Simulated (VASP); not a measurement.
Be3ZnSe4:

```
Be Zn Se
1.0
     5.29415    0.05157   -0.01624
     0.05157    5.10262    0.02793
    -2.68903   -2.54928    5.41956
Be Zn Se
3 1 4
Direct
  0.49015 0.52967 0.01611
  0.25549 0.73973 0.48584
  0.72652 0.20979 0.47676
  0.02342 0.03179 0.01131
  0.13951 0.14906 0.77084
  0.59361 0.56117 0.71020
  0.89798 0.41393 0.26842
  0.37332 0.86486 0.26051
```

```yaml
Program: VASP 6.6.1
Task: relaxation of cell and atoms
Functional: PBE
Potentials_or_basis: VASP PAW PBE potentials, release 64 (Be, Zn, Se)
Cutoff: 600 eV
k_mesh: 4 × 4 × 4
Occupations: gaussian, width 0.1 eV
Spin: no spin polarisation
```

At the start: pressure 4.9 GPa; volume 18.32 Å³/atom.

Problem. Where does the relaxation end?

Solution. Over 16 steps the energy falls by 166.7 meV/atom and the volume is 18.82 Å³/atom (+2.7 %); space group I-42m (No. 121, to 0.05 Å).

The path:
```
step  energy change (eV)  largest force (eV/Å)  pressure (GPa)  volume (Å³)
   1              0.0000                3.1661            4.94       146.54
   2             -0.9452                0.9579           -2.97       158.81
   3             -0.9534                0.8809           -3.60       160.30
   4             -1.2545                0.4183           -1.00       152.73
   5             -1.2836                0.3668            0.30       149.82
   6             -1.3120                0.1952            0.06       150.24
   7             -1.3150                0.1801            0.04       150.42
   8             -1.3241                0.1003           -0.09       150.67
   9             -1.3262                0.1315           -0.17       150.85
  10             -1.3298                0.0795            0.05       150.35
  11             -1.3315                0.0661            0.43       149.57
  12             -1.3333                0.0495            0.17       150.12
  13             -1.3334                0.0562            0.04       150.39
  14             -1.3334                0.0541            0.05       150.35
  15             -1.3338                0.0308           -0.01       150.45
  16             -1.3339                0.0186           -0.05       150.55
```

Final structure:
```
Be Zn Se
1.0
     5.32756    0.00187   -0.00110
     0.00121    5.33001    0.00147
    -2.66681   -2.66629    5.30165
Be Zn Se
3 1 4
Cartesian
  -0.0044 -0.0014 5.3017
  0.0023 2.6620 2.6473
  2.6619 0.0002 2.6546
  5.3263 0.0065 -0.0007
  -1.2426 -1.2465 3.9041
  1.2422 1.2439 3.9086
  3.9047 1.4223 1.3966
  1.4206 3.9113 1.3947
```
